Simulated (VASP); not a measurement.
# SnO (P1) in VASP: notebook

The runs below take SnO through single point, with LDA.

Everything below comes from runs of VASP 6.6.1. Logs are shortened: lines on timing, memory, paths and dates and some standing lists are left out, and cuts for length are marked.

## Step 1: The cell of the first run

The typed cell holds 4 atoms: a = 3.355 Å, b = 5.674 Å, c = 4.222 Å, α = 90.00°, β = 90.00°, γ = 90.00°.

## Step 2: Single point, LDA

Input file INCAR:

```
SYSTEM = SnO
PREC = Accurate
ENCUT = 520
EDIFF = 1E-7
ISMEAR = 0
SIGMA = 0.01
LREAL = .FALSE.
LASPH = .TRUE.
NELM = 100
ALGO = Normal
ISIF = 2
LWAVE = .FALSE.
LCHARG = .TRUE.
GGA = CA
LELF = .TRUE.
LVHAR = .TRUE.
NBANDS = 28
```

Input file KPOINTS:

```
Automatic mesh
0
G
  4 3 3
  0 0 0
```

Input file POSCAR:

```
SnO
1.0
    3.3550050000      0.0000000000      0.0000000000
    0.0000000000      5.6741040000      0.0000000000
    0.0000000000      0.0000000000      4.2219700000
Sn O
2 2
Direct
    0.0056365416      0.1980876592      0.5008477190
    0.4903811636      0.7556597819      0.0029662200
   -0.0032075017      0.8681814101      0.7277137397
    0.4931875347      0.0879348105      0.2216034617
```

Potentials or basis: VASP PAW LDA potentials, release 64 (Sn_d, O).

Started as:

```
$ cat potpaw_LDA.64/Sn_d/POTCAR potpaw_LDA.64/O/POTCAR > POTCAR
$ mpirun -np 1 vasp_std > vasp.out
```

OUTCAR:

```text
SYSTEM = SnO
   PREC = Accurate
   ENCUT = 520
   EDIFF = 1E-7
   ISMEAR = 0
   LREAL = .FALSE.
   LASPH = .TRUE.
   NELM = 100
   ISIF = 2
   GGA = CA

 ion  position               nearest neighbor table
   1  0.006  0.198  0.501-   3 2.10   4 2.11   4 2.18   2 3.66   2 3.67   2 3.70   2 3.71
   2  0.490  0.756  0.003-   4 2.10   3 2.12   3 2.16   1 3.66   1 3.67   1 3.70   1 3.71
   3  0.997  0.868  0.728-   1 2.10   2 2.12   2 2.16
   4  0.493  0.088  0.222-   2 2.10   1 2.11   1 2.18

  LATTYP: Found a simple orthorhombic cell.
 ALAT       =     3.3550050000
 B/A-ratio  =     1.2584094510
 C/A-ratio  =     1.6912356315

  Lattice vectors:

 A1 = (  -3.3550050000,   0.0000000000,   0.0000000000)
 A2 = (   0.0000000000,   0.0000000000,   4.2219700000)
 A3 = (   0.0000000000,   5.6741040000,   0.0000000000)

Analysis of symmetry for initial positions (statically):
=====================================================================
 Subroutine PRICEL returns:
 Original cell was already a primitive cell.

 Routine SETGRP: Setting up the symmetry group for a
 simple orthorhombic supercell.

 Subroutine GETGRP returns: Found  1 space group operations
 (whereof  1 operations were pure point group operations)
 out of a pool of  8 trial point group operations.

The static configuration has the point symmetry C_1 .

Analysis of symmetry for dynamics (positions and initial velocities):
=====================================================================
 Subroutine PRICEL returns:
 Original cell was already a primitive cell.

 Routine SETGRP: Setting up the symmetry group for a
 simple orthorhombic supercell.

 Subroutine GETGRP returns: Found  1 space group operations
 (whereof  1 operations were pure point group operations)
 out of a pool of  8 trial point group operations.

The dynamic configuration has the point symmetry C_1 .

 Subroutine INISYM returns: Found  1 space group operations
 (whereof  1 operations are pure point group operations),
 and found     1 'primitive' translations

----------------------------------------------------------------------------------------

                                     Primitive cell

  volume of cell :      80.3722

  direct lattice vectors                    reciprocal lattice vectors
     3.355005000  0.000000000  0.000000000     0.298062149  0.000000000  0.000000000
     0.000000000  5.674104000  0.000000000     0.000000000  0.176239279  0.000000000
[... 83 lines left out ...]
   EDIFF  = 0.1E-06   stopping-criterion for ELM
   LREAL  =      F    real-space projection
   EDIFFG = 0.1E-05   stopping-criterion for IOM
   NSW    =      0    number of steps for IOM
   IBRION =     -1    ionic relax: 0-MD 1-quasi-New 2-CG
   NFREE  =      0    steps in history (QN), initial steepest desc. (CG)
   ISIF   =      2    stress and relaxation
   ISYM   =      2    0-nonsym 1-usesym 2-fastsym
   POTIM  = 0.5000    time-step for ionic-motion
   TEBEG  =    0.0;   TEEND  =   0.0 temperature during run
   PSTRESS=    0.0 pullay stress
   NELECT =      40.0000    total number of electrons
   NUPDOWN=      -1.0000    fix difference up-down
   EMIN   =  10.00;   EMAX   =-10.00  energy-range for DOS
   EFERMI =   0.00;   METHOD = LEGACY
   ISMEAR =     0;   SIGMA  =   0.01  broadening in eV -4-tet -1-fermi 0-gaus
   EFERMI_NEDOS =   21; number of points for ismear=-14 and -15
   IALGO  =     38    algorithm
   IMIX   =      4    mixing-type and parameters
     AMIX     =   0.40;   BMIX     =  1.00
     AMIX_MAG =   1.60;   BMIX_MAG =  1.00
  volume/ion in A,a.u.               =      20.09       135.59
  Fermi-wavevector in a.u.,A,eV,Ry     =   1.297357  2.451650 22.900458  1.683136
  Thomas-Fermi vector in A             =   2.428755
   LORBIT       =      0    0 simple, 1 ext, 2 COOP (PROOUT), +10 PAW based schemes
   GGA     = CA    functional components
   LHFCALC =     F    Hartree Fock is set to
   AEXX    =    0.0000 exact exchange contribution
   IVDW    =     0    specifies the selected vdW correction
   LEPSILON=     F    determine dielectric tensor
   LRPA    =     F    only Hartree local field effects (RPA)
 non-spin polarized calculation
 Gauss-broadening in eV      SIGMA  =   0.01
  energy-cutoff  :      520.00
  volume of cell :       80.37
 maximum number of plane-waves:      2172
 NGX is ok and might be reduce to    28
   NGX = 13   NGY = 21   NGZ = 15

 number of electron      39.9999991 magnetization

 Free energy of the ion-electron system (eV)
  ---------------------------------------------------
  ext. energy  EPLUGINS =         0.00000000
  ---------------------------------------------------
  free energy    TOTEN  =       -25.18982647 eV

  energy without entropy =      -25.18982647  energy(sigma->0) =      -25.18982647

 E-fermi :   4.6601     XC(G=0):  -9.9270

 val. band max:        4.5664130094   @ k =   0.0000   0.0000   0.0000
 cond. band min:       6.3154685878   @ k =   0.0000   0.3333   0.3333
 fundamental gap:      1.7490555784
 Fermi energy:         4.6600854167

 k-point     1 :       0.0000    0.0000    0.0000
  band No.  band energies     occupation
      1     -16.6319      2.00000
      2     -16.2137      2.00000
      3     -16.1314      2.00000
      4     -16.1110      2.00000
      5     -16.0836      2.00000
      6     -16.0452      2.00000
[... 578 lines left out ...]
     27      13.5202      0.00000
     28      14.3225      0.00000

------------------------ aborting loop because EDIFF is reached ----------------------------------------

  FORCE on cell =-STRESS in cart. coord.  units (eV):
  Direction    XX          YY          ZZ          XY          YZ          ZX
  --------------------------------------------------------------------------------------
  -------------------------------------------------------------------------------------
  Total       -1.7863805     -0.1027079     -1.0595167     -0.2740071      0.0971342     -0.1054225
  in kB      -35.6105724     -2.0474297    -21.1209167     -5.4621890      1.9363199     -2.1015432
  external PRESSURE =     -19.5929729 kB  Pullay stress =       0.0000000 kB

 VOLUME and BASIS-vectors are now :
 -----------------------------------------------------------------------------
  energy-cutoff  :      520.00
  volume of cell :       80.37
      direct lattice vectors                 reciprocal lattice vectors
     3.355005000  0.000000000  0.000000000     0.298062149  0.000000000  0.000000000
     0.000000000  5.674104000  0.000000000     0.000000000  0.176239279  0.000000000
     0.000000000  0.000000000  4.221970000     0.000000000  0.000000000  0.236856254

 POSITION                                       TOTAL-FORCE (eV/Angst)
 -----------------------------------------------------------------------------------
      0.01891      1.12397      2.11456        -0.250886      0.358204     -0.026486
      1.64523      4.28769      0.01252         0.137661     -0.324734     -0.048230
      3.34424      4.92615      3.07239        -0.105876      0.153707     -0.029769
      1.65465      0.49895      0.93560         0.219101     -0.187178      0.104485
 -----------------------------------------------------------------------------------
    total drift:                               -0.000104      0.000081      0.000096

  FREE ENERGIE OF THE ION-ELECTRON SYSTEM (eV)
  ---------------------------------------------------
  free  energy   TOTEN  =       -25.1898264738 eV

  energy  without entropy=      -25.1898264738  energy(sigma->0) =      -25.18982647
```

OSZICAR:

```text
N       E                     dE             d eps       ncg     rms          rms(c)
DAV:   1     0.436435624619E+03    0.43644E+03   -0.20231E+04  1112   0.209E+03
DAV:   2     0.427200866539E+02   -0.39372E+03   -0.37861E+03  1088   0.549E+02
DAV:   3    -0.254622671799E+02   -0.68182E+02   -0.67128E+02  1220   0.191E+02
DAV:   4    -0.289355707065E+02   -0.34733E+01   -0.34582E+01  1252   0.465E+01
DAV:   5    -0.290172749334E+02   -0.81704E-01   -0.81681E-01  1208   0.777E+00    0.117E+01
DAV:   6    -0.253498136897E+02    0.36675E+01   -0.16475E+01  1760   0.470E+01    0.534E+00
DAV:   7    -0.252555929367E+02    0.94221E-01   -0.21207E+00  1236   0.914E+00    0.256E+00
DAV:   8    -0.252049999440E+02    0.50593E-01   -0.38783E-01  1476   0.416E+00    0.803E-01
DAV:   9    -0.251892639678E+02    0.15736E-01   -0.50600E-02  1644   0.242E+00    0.221E-01
DAV:  10    -0.251901948051E+02   -0.93084E-03   -0.71590E-03  1524   0.757E-01    0.137E-01
DAV:  11    -0.251898097173E+02    0.38509E-03   -0.12721E-03  1668   0.363E-01    0.281E-02
DAV:  12    -0.251898366273E+02   -0.26910E-04   -0.36167E-04  1348   0.108E-01    0.324E-02
DAV:  13    -0.251898262110E+02    0.10416E-04   -0.44675E-05  1468   0.715E-02    0.685E-03
DAV:  14    -0.251898265354E+02   -0.32446E-06   -0.36139E-06  1292   0.133E-02    0.242E-03
DAV:  15    -0.251898264738E+02    0.61595E-07   -0.19674E-07   848   0.364E-03
   1 F= -.25189826E+02 E0= -.25189826E+02  d E =-.122424E-41
```

stdout:

```text
POSCAR found type information on POSCAR SnO
 POSCAR found :  2 types and       4 ions
 scaLAPACK will be used
 LDA part: xc-table for (Slater(with rela. corr.)+CA(PZ))
 , standard interpolation
 POSCAR, INCAR and KPOINTS ok, starting setup
 FFT: planning ... GRIDC
 FFT: planning ... GRID_SOFT
 FFT: planning ... GRID
 WAVECAR not read
 entering main loop
```

It took 27 s on 1 thread of Intel Xeon Platinum 8488C (Sapphire Rapids), shared host; peak memory 0.17 GiB.

Results:

* Free energy: -25.1898 eV
* Pressure: -2.0 GPa
* Largest force: 0.438 eV/Å
* Band gap on the k mesh: 1.75 eV, indirect (least direct gap 2.37 eV)

Forces in eV/Å, atoms in the order of the input:
```
Sn  -0.251  0.358 -0.026
Sn   0.138 -0.325 -0.048
O   -0.106  0.154 -0.030
O    0.219 -0.187  0.104
```

Stress tensor (GPa, compression positive):
```
-3.56 -0.55 -0.21
-0.55 -0.20  0.19
-0.21  0.19 -2.11
```

Caveat: the k points lie up to 0.50 Å⁻¹ apart; spin-orbit coupling is left out, which moves the levels of the heavy elements. A hybrid or GW would open this gap; LDA tends to underestimate it.

## Step 3: Single point, LDA

Input file INCAR:

```
SYSTEM = SnO
PREC = Accurate ; ENCUT = 520
EDIFF = 1E-6 ; ISMEAR = 0
SIGMA = 0.01 ; LREAL = .False.
LASPH = .True. ; NELM = 60
ALGO = Normal ; ISIF = 2
LWAVE = .False. ; LCHARG = .False.
GGA = CA ; NBANDS = 28
```

Input file KPOINTS:

```
Automatic mesh
0
Gamma
  4 3 3
  0 0 0
```

Input file POSCAR:

```
SnO
1.0
    3.3550050000      0.0000000000      0.0000000000
    0.0000000000      5.6741040000      0.0000000000
    0.0000000000      0.0000000000      4.2219700000
Sn O
2 2
Direct
    0.0029984574      0.1987284741      0.4991211015
    0.4908780286      0.7534550015      0.0016577523
   -0.0026013167      0.8704627956      0.7267961398
    0.4947225689      0.0872172882      0.2255558553
```

Potentials or basis: VASP PAW LDA potentials, release 64 (Sn_d, O).

Started as:

```
$ cat potpaw_LDA.64/Sn_d/POTCAR potpaw_LDA.64/O/POTCAR > POTCAR
$ mpirun -np 1 vasp_std > vasp.out
```

Wall time 24 s (1 thread of Intel Xeon Platinum 8488C (Sapphire Rapids), shared host); peak memory 0.18 GiB.

It converged, with:

- Free energy: -25.1997 eV
- Pressure: -2.2 GPa
- Largest force: 0.435 eV/Å
- Band gap on the k mesh: 1.72 eV, indirect (least direct gap 2.27 eV)

Forces on the atoms (eV/Å):
```
Sn  -0.181  0.395  0.027
Sn   0.131 -0.096 -0.079
O   -0.106  0.024  0.092
O    0.156 -0.323 -0.040
```

Stress tensor (GPa, compression positive):
```
-3.65 -0.45 -0.10
-0.45 -0.70  0.05
-0.10  0.05 -2.20
```

Levels at points of the mesh, in eV from the valence-band top:
```
           k point  band 17  band 18  band 19  band 20  band 21  band 22  band 23  band 24
(0.00, 0.00, 0.00)    -3.76    -2.91    -2.25     0.00     2.58     3.06     5.80     5.91
(0.50, 0.00, 0.00)    -2.84    -2.83    -1.22    -1.10     2.46     2.58     5.56     5.67
```

Caveat: the k points lie up to 0.50 Å⁻¹ apart; spin-orbit coupling is left out, which moves the levels of the heavy elements. A k mesh can miss the band edges.

## Step 4: Single point, LDA

Input file INCAR:

```
SYSTEM = SnO
PREC     = Accurate       ! precision mode
ENCUT    = 520            ! plane-wave cutoff, eV
EDIFF    = 1E-6           ! SCF threshold, eV
ISMEAR   = 0              ! smearing method
SIGMA    = 0.01           ! smearing width, eV
LREAL    = .FALSE.        ! projectors in reciprocal space
LASPH    = .TRUE.         ! aspherical terms in the spheres
NELM     = 80             ! most SCF steps
ALGO     = Normal         ! electronic algorithm
ISIF     = 2              ! what is computed and relaxed
LWAVE    = .FALSE.        ! write WAVECAR
LCHARG   = .FALSE.        ! write CHGCAR
GGA      = CA             ! functional
NBANDS   = 28             ! bands
```

Input file KPOINTS:

```
regular mesh
0
G
  4 3 3
  0 0 0
```

Input file POSCAR:

```
SnO
1.0
    3.3550050000      0.0000000000      0.0000000000
    0.0000000000      5.6741040000      0.0000000000
    0.0000000000      0.0000000000      4.2219700000
Sn O
2 2
Direct
    0.0003363374      0.2001646960      0.4977201338
    0.4917946046      0.7518933675     -0.0002834247
   -0.0022113573      0.8725165310      0.7266063613
    0.4960781802      0.0852888199      0.2290874116
```

Started as:

```
$ cat potpaw_LDA.64/Sn_d/POTCAR potpaw_LDA.64/O/POTCAR > POTCAR
$ mpirun -np 1 vasp_std > vasp.out
```

Run time: 24 s. Hardware: 1 thread of Intel Xeon Platinum 8488C (Sapphire Rapids), shared host; peak memory 0.17 GiB.

The run converged. Its results:

- Free energy: -25.2079 eV
- Pressure: -2.4 GPa
- Largest force: 0.373 eV/Å
- Band gap on the k mesh: 1.70 eV, indirect (least direct gap 2.23 eV)

Forces in eV/Å, atoms in the order of the input:
```
Sn  -0.098  0.336  0.044
Sn   0.117  0.039 -0.089
O   -0.098 -0.029  0.158
O    0.080 -0.346 -0.113
```

Stress tensor (GPa, compression positive):
```
-3.74 -0.32  0.03
-0.32 -1.15 -0.04
 0.03 -0.04 -2.27
```

Levels at points of the mesh, in eV from the valence-band top:
```
           k point  band 16  band 17  band 18  band 19  band 20  band 21  band 22  band 23  band 24  band 25
(0.00, 0.00, 0.00)    -4.17    -3.77    -2.92    -2.24     0.00     2.52     3.03     5.76     5.88     7.83
(0.50, 0.00, 0.00)    -4.73    -2.83    -2.83    -1.28    -1.16     2.44     2.62     5.50     5.66     6.39
```

Caveat: the k points lie up to 0.50 Å⁻¹ apart; spin-orbit coupling is left out, which moves the levels of the heavy elements. A k mesh can miss the band edges.

[end of part 1 of 2]
